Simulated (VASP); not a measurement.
# Sn (I4_1/amd) in VASP: a series of runs

Runs on Sn. Level: PBE. Tasks: single point.

All numbers are computed with VASP 6.6.1; they aren't measurements. Logs are shortened: lines on timing, memory, paths and dates and some standing lists are left out, and cuts for length are marked.

### Step 1. The cell of the first run

It takes space group I4_1/amd (No. 141, tetragonal). The conventional cell has a = 5.648 Å, b = 5.648 Å, c = 3.044 Å, α = 90.00°, β = 90.00°, γ = 90.00°. Sn (site symmetry -4m2) has 10 Sn at 2.92 to 3.63 Å within 3.9 Å.

### Step 2. Single point, PBE

File INCAR:

```
SYSTEM = Sn
ALGO     = Fast           ! electronic algorithm
EDIFF    = 1E-7           ! SCF threshold, eV
ENCUT    = 520            ! plane-wave cutoff, eV
GGA      = PE             ! functional
ISIF     = 2              ! what is computed and relaxed
ISMEAR   = 0              ! smearing method
LASPH    = .True.         ! aspherical terms in the spheres
LCHARG   = .False.        ! write CHGCAR
LREAL    = .False.        ! projectors in reciprocal space
LWAVE    = .False.        ! write WAVECAR
NBANDS   = 21             ! bands
NELM     = 60             ! most SCF steps
PREC     = Accurate       ! precision mode
SIGMA    = 0.1            ! smearing width, eV
```

File KPOINTS:

```
k-points
0
Gamma
  16 16 16
  0 0 0
```

File POSCAR:

```
Sn
1.0
   -2.8242242302      2.8242242302      1.5222252635
    2.8242242302     -2.8242242302      1.5222252635
    2.8242242302      2.8242242302     -1.5222252635
Sn
2
Direct
    0.0000000000      0.0000000000      0.0000000000
    0.7500000000      0.2500000000      0.5000000000
```

Potentials or basis: VASP PAW PBE potentials, release 64 (Sn_d).

Launch:

```sh
cat potpaw_PBE.64/Sn_d/POTCAR > POTCAR
mpirun -np 1 vasp_std > vasp.out
```

OUTCAR:

```text
SYSTEM = Sn
   EDIFF = 1E-7
   ENCUT = 520
   GGA = PE
   ISIF = 2
   ISMEAR = 0
   LASPH = .True.
   LREAL = .False.
   NELM = 60
   PREC = Accurate

 ion  position               nearest neighbor table
   1  0.000  0.000  0.000-   2 2.92   2 2.92   2 2.92   2 2.92   2 3.63   2 3.63   2 3.63   2 3.63

   2  0.750  0.250  0.500-   1 2.92   1 2.92   1 2.92   1 2.92   1 3.63   1 3.63   1 3.63   1 3.63

  LATTYP: Found a body centered tetragonal cell.
 ALAT       =     5.6484484604
 C/A-ratio  =     0.5389888123

  Lattice vectors:

 A1 = (  -2.8242242302,   2.8242242302,   1.5222252635)
 A2 = (   2.8242242302,  -2.8242242302,   1.5222252635)
 A3 = (   2.8242242302,   2.8242242302,  -1.5222252635)

Analysis of symmetry for initial positions (statically):
=====================================================================
 Subroutine PRICEL returns:
 Original cell was already a primitive cell.

 Routine SETGRP: Setting up the symmetry group for a
 body centered tetragonal supercell.

 Subroutine GETGRP returns: Found 16 space group operations
 (whereof  8 operations were pure point group operations)
 out of a pool of 16 trial point group operations.

The static configuration has the point symmetry D_2d.
 The point group associated with its full space group is D_4h.

Analysis of symmetry for dynamics (positions and initial velocities):
=====================================================================
 Subroutine PRICEL returns:
 Original cell was already a primitive cell.

 Routine SETGRP: Setting up the symmetry group for a
 body centered tetragonal supercell.

 Subroutine GETGRP returns: Found 16 space group operations
 (whereof  8 operations were pure point group operations)
 out of a pool of 16 trial point group operations.

The dynamic configuration has the point symmetry D_2d.
 The point group associated with its full space group is D_4h.

 Subroutine INISYM returns: Found 16 space group operations
 (whereof  8 operations are pure point group operations),
 and found     1 'primitive' translations

----------------------------------------------------------------------------------------

                                     Primitive cell

  volume of cell :      48.5666

  direct lattice vectors                    reciprocal lattice vectors
    -2.824224230  2.824224230  1.522225263     0.000000000  0.177039767  0.328466497
     2.824224230 -2.824224230  1.522225263     0.177039767  0.000000000  0.328466497
     2.824224230  2.824224230 -1.522225263     0.177039767  0.177039767  0.000000000

  length of vectors
     4.274301669  4.274301669  4.274301669     0.373139811  0.373139811  0.250372040

  position of ions in fractional coordinates (direct lattice)
     0.000000000  0.000000000  0.000000000
     0.750000000  0.250000000  0.500000000

  ion indices of the primitive-cell ions
   primitive index   ion index
                 1           1
                 2           2

----------------------------------------------------------------------------------------

 KPOINTS: k-points

Automatic generation of k-mesh.
 Grid dimensions read from file:
 generate k-points for:   16   16   16

 Generating k-lattice:

  Cartesian coordinates                     Fractional coordinates (reciprocal lattice)
     0.000000000  0.011064985  0.020529156     0.062500000  0.000000000  0.000000000
     0.011064985  0.000000000  0.020529156     0.000000000  0.062500000  0.000000000
     0.011064985  0.011064985  0.000000000     0.000000000  0.000000000  0.062500000

  Length of vectors
     0.023321238  0.023321238  0.015648252

  Shift w.r.t. Gamma in fractional coordinates (k-lattice)
     0.000000000  0.000000000  0.000000000

 Subroutine IBZKPT returns following result:
 ===========================================

 Found    349 irreducible k-points:

 Following reciprocal coordinates:
            Coordinates               Weight
  0.000000  0.000000  0.000000      1.000000
  0.062500  0.000000  0.000000      8.000000
  0.125000  0.000000  0.000000      8.000000
  0.187500 -0.000000  0.000000      8.000000
  0.250000  0.000000  0.000000      8.000000
  0.312500  0.000000  0.000000      8.000000
[... 16 lines left out ...]
 -0.125000  0.062500  0.000000     16.000000
 -0.062500  0.062500  0.000000      4.000000
 [... further k-points ...]
   k-points           NKPTS =    349   k-points in BZ     NKDIM =    349   number of bands    NBANDS=     21
   number of dos      NEDOS =    301   number of ions     NIONS =      2
   total plane-waves  NPLWV =  32768
   dimension x,y,z NGX =    32 NGY =   32 NGZ =   32
   dimension x,y,z NGXF=    64 NGYF=   64 NGZF=   64
   ions per type =               2
   NGX,Y,Z   is equivalent  to a cutoff of  12.45, 12.45, 12.45 a.u.
   NGXF,Y,Z  is equivalent  to a cutoff of  24.89, 24.89, 24.89 a.u.
 SYSTEM =  Sn
   PREC   = accura    normal or accurate (medium, high low for compatibility)
   ISTART =      0    job   : 0-new  1-cont  2-samecut
   ICHARG =      2    charge: 1-file 2-atom 10-const
   ISPIN  =      1    spin polarized calculation?
   LNONCOLLINEAR =      F non collinear calculations
   LSORBIT =      F    spin-orbit coupling
   LASPH  =      T    aspherical Exc in radial PAW
   ENCUT  =  520.0 eV  38.22 Ry    6.18 a.u.   7.95  7.95  7.95*2*pi/ulx,y,z
   NELM   =     60;   NELMIN=  2; NELMDL= -5     # of ELM steps
   EDIFF  = 0.1E-06   stopping-criterion for ELM
   LREAL  =      F    real-space projection
   EDIFFG = 0.1E-05   stopping-criterion for IOM
   NSW    =      0    number of steps for IOM
   IBRION =     -1    ionic relax: 0-MD 1-quasi-New 2-CG
   NFREE  =      0    steps in history (QN), initial steepest desc. (CG)
   ISIF   =      2    stress and relaxation
   ISYM   =      2    0-nonsym 1-usesym 2-fastsym
   POTIM  = 0.5000    time-step for ionic-motion
   TEBEG  =    0.0;   TEEND  =   0.0 temperature during run
   PSTRESS=    0.0 pullay stress
   NELECT =      28.0000    total number of electrons
   NUPDOWN=      -1.0000    fix difference up-down
   EMIN   =  10.00;   EMAX   =-10.00  energy-range for DOS
   EFERMI =   0.00;   METHOD = LEGACY
   ISMEAR =     0;   SIGMA  =   0.10  broadening in eV -4-tet -1-fermi 0-gaus
   EFERMI_NEDOS =   21; number of points for ismear=-14 and -15
   IALGO  =     68    algorithm
   IMIX   =      4    mixing-type and parameters
     AMIX     =   0.40;   BMIX     =  1.00
     AMIX_MAG =   1.60;   BMIX_MAG =  1.00
  volume/ion in A,a.u.               =      24.28       163.87
  Fermi-wavevector in a.u.,A,eV,Ry     =   1.362537  2.574822 25.259326  1.856508
  Thomas-Fermi vector in A             =   2.489018
   LORBIT       =      0    0 simple, 1 ext, 2 COOP (PROOUT), +10 PAW based schemes
   GGA     = PE    functional components
   LHFCALC =     F    Hartree Fock is set to
   AEXX    =    0.0000 exact exchange contribution
   IVDW    =     0    specifies the selected vdW correction
   LEPSILON=     F    determine dielectric tensor
   LRPA    =     F    only Hartree local field effects (RPA)
 non-spin polarized calculation
 RMM-DIIS sequential band-by-band and
 Gauss-broadening in eV      SIGMA  =   0.10
  energy-cutoff  :      520.00
  volume of cell :       48.57
 maximum number of plane-waves:      1334
   NGX = 15   NGY = 15   NGZ = 15

 number of electron      28.0000001 magnetization

 Free energy of the ion-electron system (eV)
  ---------------------------------------------------
  ext. energy  EPLUGINS =         0.00000000
  ---------------------------------------------------
  free energy    TOTEN  =        -7.37546670 eV

  energy without entropy =       -7.37160728  energy(sigma->0) =       -7.37353699

 E-fermi :   9.4495     XC(G=0): -10.8396

 val. band max:        9.4466235407   @ k =   0.5000   0.1250   0.0625
 cond. band min:       9.4520519203   @ k =   0.4375   0.1875   0.0000
 fundamental gap:      0.0054283796
 Fermi energy:         9.4494857883

 k-point     1 :       0.0000    0.0000    0.0000
  band No.  band energies     occupation
      1     -12.4229      2.00000
      2     -12.3178      2.00000
      3     -12.2618      2.00000
      4     -12.2511      2.00000
      5     -12.0203      2.00000
      6     -12.0203      2.00000
[... 13 lines left out ...]
     20      19.7350      0.00000
     21      20.4892      0.00000

 k-point     2 :       0.0625    0.0000    0.0000
  band No.  band energies     occupation
      1     -12.4196      2.00000
      2     -12.3062      2.00000
      3     -12.2576      2.00000
      4     -12.2369      2.00000
      5     -12.0302      2.00000
      6     -12.0294      2.00000
[... 13 lines left out ...]
     20      19.5905      0.00000
     21      19.6926      0.00000

 k-point     3 :       0.1250    0.0000    0.0000
  band No.  band energies     occupation
      1     -12.4095      2.00000
      2     -12.2739      2.00000
      3     -12.2457      2.00000
      4     -12.1992      2.00000
      5     -12.0523      2.00000
      6     -12.0447      2.00000
[... 13 lines left out ...]
     20      18.4826      0.00000
     21      18.5048      0.00000

 k-point     4 :       0.1875   -0.0000    0.0000
  band No.  band energies     occupation
      1     -12.3931      2.00000
      2     -12.2299      2.00000
      3     -12.2278      2.00000
      4     -12.1541      2.00000
      5     -12.0804      2.00000
      6     -12.0507      2.00000
[... 13 lines left out ...]
     20      17.5945      0.00000
     21      18.1117      0.00000

 k-point     5 :       0.2500    0.0000    0.0000
  band No.  band energies     occupation
      1     -12.3733      2.00000
      2     -12.2079      2.00000
      3     -12.1920      2.00000
      4     -12.1340      2.00000
      5     -12.1087      2.00000
      6     -12.0456      2.00000
[... 13 lines left out ...]
     20      16.8933      0.00000
     21      18.4890      0.00000
[... 382 lines left out ...]
     20      17.9349      0.00000
     21      18.1373      0.00000

 k-point    22 :      -0.1875    0.0625   -0.0000
  band No.  band energies     occupation
      1     -12.3975      2.00000
      2     -12.2767      2.00000
      3     -12.2352      2.00000
      4     -12.2087      2.00000
      5     -12.0512      2.00000
      6     -12.0361      2.00000
[... 13 lines left out ...]
     20      18.5169      0.00000
     21      18.9416      0.00000

 k-point    23 :      -0.1250    0.0625    0.0000
  band No.  band energies     occupation
      1     -12.4110      2.00000
      2     -12.3078      2.00000
      3     -12.2502      2.00000
      4     -12.2421      2.00000
      5     -12.0318      2.00000
      6     -12.0247      2.00000
[... 13 lines left out ...]
     20      19.6927      0.00000
     21      19.9354      0.00000

 k-point    24 :      -0.0625    0.0625    0.0000
  band No.  band energies     occupation
      1     -12.4185      2.00000
      2     -12.3186      2.00000
      3     -12.2580      2.00000
      4     -12.2536      2.00000
      5     -12.0224      2.00000
      6     -12.0181      2.00000
[... 13 lines left out ...]
     20      20.0165      0.00000
     21      20.5196      0.00000

 [... further k-points ...]
[... 5 lines left out ...]
  --------------------------------------------------------------------------------------
  -------------------------------------------------------------------------------------
  Total        3.2862001      3.2862001      3.2828306      0.0000000      0.0000000      0.0000000
  in kB      108.4094957    108.4094957    108.2983369      0.0000000      0.0000000      0.0000000
  external PRESSURE =     108.3724428 kB  Pullay stress =       0.0000000 kB

 VOLUME and BASIS-vectors are now :
 -----------------------------------------------------------------------------
  energy-cutoff  :      520.00
  volume of cell :       48.57
      direct lattice vectors                 reciprocal lattice vectors
    -2.824224230  2.824224230  1.522225263     0.000000000  0.177039767  0.328466497
     2.824224230 -2.824224230  1.522225263     0.177039767  0.000000000  0.328466497
     2.824224230  2.824224230 -1.522225263     0.177039767  0.177039767  0.000000000

 POSITION                                       TOTAL-FORCE (eV/Angst)
 -----------------------------------------------------------------------------------
      0.00000      0.00000      0.00000         0.000000      0.000000     -0.000000
      0.00000      2.82422      0.76111        -0.000000     -0.000000      0.000000
 -----------------------------------------------------------------------------------
    total drift:                                0.000000     -0.000000      0.000000

  FREE ENERGIE OF THE ION-ELECTRON SYSTEM (eV)
  ---------------------------------------------------
  free  energy   TOTEN  =        -7.3754667040 eV

  energy  without entropy=       -7.3716072752  energy(sigma->0) =       -7.37353699
```

It took 3.2 min on 1 thread of AMD EPYC 9R45 (Zen 5), shared host; peak memory 0.36 GiB.

Results:

| Quantity | Value |
| --- | --- |
| Free energy | -7.3755 eV |
| Pressure | 10.8 GPa |
| Band gap on the k mesh | zero (bands 14 and 15 overlap by 4.91 eV) |

Levels at points of the mesh, in eV from the Fermi level:
```tsv
k point	band 10	band 11	band 12	band 13	band 14	band 15	band 16	band 17	band 18	band 19
(0.00, 0.00, 0.00)	-21.21	-12.04	-3.43	-2.36	-2.36	2.73	6.67	6.68	7.81	7.91
(0.50, 0.00, 0.00)	-21.28	-7.11	-5.81	-2.23	-2.03	-1.33	2.13	3.10	5.21	7.46
(0.50, 0.50, 0.00)	-21.37	-9.58	-9.58	0.50	0.50	1.69	1.69	6.66	6.66	10.31
(0.50, 0.50, 0.50)	-21.45	-7.93	-7.93	-5.51	-5.51	5.62	5.62	10.34	10.34	12.95
```

Caveat: the cell stands under pressure; spin-orbit coupling is left out, which moves the levels of the heavy elements.

### Step 3. Single point, PBE

File INCAR:

```
PREC     = Accurate       # precision mode
ENCUT    = 520            # plane-wave cutoff, eV
EDIFF    = 1E-7           # SCF threshold, eV
ISMEAR   = 0              # smearing method
SIGMA    = 0.1            # smearing width, eV
LREAL    = F              # projectors in reciprocal space
LASPH    = T              # aspherical terms in the spheres
NELM     = 100            # most SCF steps
ALGO     = Fast           # electronic algorithm
ISIF     = 2              # what is computed and relaxed
LWAVE    = F              # write WAVECAR
LCHARG   = F              # write CHGCAR
GGA      = PE             # functional
NBANDS   = 21             # bands
```

File KPOINTS:

```
regular mesh
0
Gamma
  16 16 16
```

POSCAR is that of step 2.

Potentials or basis: VASP PAW PBE potentials, release 64 (Sn_d).

Launch:

```sh
cat potpaw_PBE.64/Sn_d/POTCAR > POTCAR
mpirun -np 1 vasp_std > vasp.out
```

It took 3.4 min on 1 thread of AMD EPYC 9R45 (Zen 5), shared host; peak memory 0.36 GiB.

Results (log left out):

| Quantity | Value |
| --- | --- |
| Free energy | -7.3755 eV |
| Pressure | 10.8 GPa |
| Band gap on the k mesh | zero (bands 14 and 15 overlap by 4.91 eV) |

Levels at points of the mesh, in eV from the Fermi level:
```
           k point  band 10  band 11  band 12  band 13  band 14  band 15  band 16  band 17  band 18  band 19
(0.00, 0.00, 0.00)   -21.21   -12.04    -3.43    -2.36    -2.36     2.73     6.67     6.68     7.81     7.91
(0.50, 0.00, 0.00)   -21.28    -7.11    -5.81    -2.23    -2.03    -1.33     2.13     3.10     5.21     7.46
(0.50, 0.50, 0.00)   -21.37    -9.58    -9.58     0.50     0.50     1.69     1.69     6.66     6.66    10.31
(0.50, 0.50, 0.50)   -21.45    -7.93    -7.93    -5.51    -5.51     5.62     5.62    10.34    10.34    12.95
```

Caveat: the cell stands under pressure; spin-orbit coupling is left out, which moves the levels of the heavy elements.

### Step 4. Single point, PBE

File INCAR:

```
SYSTEM = Sn
ALGO = Fast ; EDIFF = 1E-6
ENCUT = 520 ; GGA = PE
ISIF = 2 ; ISMEAR = -1
LASPH = .True. ; LCHARG = .False.
LREAL = .False. ; LWAVE = .False.
NBANDS = 21 ; NELM = 80
PREC = Accurate ; SIGMA = 0.15
```

File KPOINTS:

```
k-points
0
Gamma
  16 16 16
  0 0 0
```

File POSCAR:

```
Sn
1.0
   -2.8259936411      2.8259936411      1.5219564840
    2.8259936411     -2.8259936411      1.5219564840
    2.8259936411      2.8259936411     -1.5219564840
Sn
2
Direct
    0.0000000000      0.0000000000      0.0000000000
    0.7500000000      0.2500000000      0.5000000000
```

Launch:

```sh
cat potpaw_PBE.64/Sn_d/POTCAR > POTCAR
mpirun -np 1 vasp_std > vasp.out
```

Run time: 2.8 min. Hardware: 1 thread of AMD EPYC 9R45 (Zen 5), shared host; peak memory 0.36 GiB.

Results (log left out):

```
Free energy            : -7.4063 eV
Pressure               : 10.9 GPa
Band gap on the k mesh : zero (bands 14 and 15 overlap by 4.89 eV)
```

Levels at points of the mesh, in eV from the Fermi level:
| k point | band 10 | band 11 | band 12 | band 13 | band 14 | band 15 | band 16 | band 17 | band 18 | band 19 |
| --- | --- | --- | --- | --- | --- | --- | --- | --- | --- | --- |
| (0.00, 0.00, 0.00) | -21.20 | -12.02 | -3.43 | -2.35 | -2.35 | 2.74 | 6.67 | 6.67 | 7.82 | 7.93 |
| (0.50, 0.00, 0.00) | -21.27 | -7.10 | -5.79 | -2.22 | -2.02 | -1.31 | 2.14 | 3.10 | 5.21 | 7.46 |
| (0.50, 0.50, 0.00) | -21.36 | -9.56 | -9.56 | 0.50 | 0.50 | 1.68 | 1.68 | 6.68 | 6.68 | 10.33 |
| (0.50, 0.50, 0.50) | -21.44 | -7.93 | -7.93 | -5.50 | -5.50 | 5.64 | 5.64 | 10.32 | 10.32 | 12.94 |

Caveat: the cell stands under pressure; spin-orbit coupling is left out, which moves the levels of the heavy elements.
